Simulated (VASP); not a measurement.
**HgSe: electric field gradients with PBE**

Crystal: HgSe.

```
CELL_PARAMETERS angstrom
0.00000 3.03600 3.03600
3.03600 0.00000 3.03600
3.03600 3.03600 0.00000
ATOMIC_POSITIONS crystal
Hg 0.00000 0.00000 0.00000
Se 0.75000 0.75000 0.75000
```

```json
{
  "Program": "VASP 6.6.1",
  "Task": "electric field gradients",
  "Functional": "PBE",
  "Potentials or basis": "VASP PAW PBE potentials, release 64 (Hg, Se)",
  "Cutoff": "400 eV",
  "k mesh": "9 × 9 × 9",
  "Occupations": "fermi-dirac, width 0.02 eV",
  "Spin": "no spin polarisation",
  "Dipole correction": "no",
  "Further INCAR settings": "ALGO = Normal; EDIFF = 1e-08; NBANDS = 16"
}
```

```yaml
Pressure: 5.2 GPa
Band_gap_on_the_k_mesh: zero (filled and empty bands touch)
```

Levels at points of the mesh, in eV from the Fermi level:
```tsv
k point	band 7	band 8	band 9	band 10	band 11	band 12
(0.00, 0.00, 0.00)	-0.95	-0.01	-0.01	-0.01	5.47	5.47
```

Run time: 40 s on 1 thread of Intel Xeon 8259CL (shared host), peak memory 0.17 GiB.

Caveat: without QUAD_EFG the Cq values of the log hold for a quadrupole moment of 1 mb, not for the nuclei; spin-orbit coupling is left out, which moves the levels of the heavy elements.
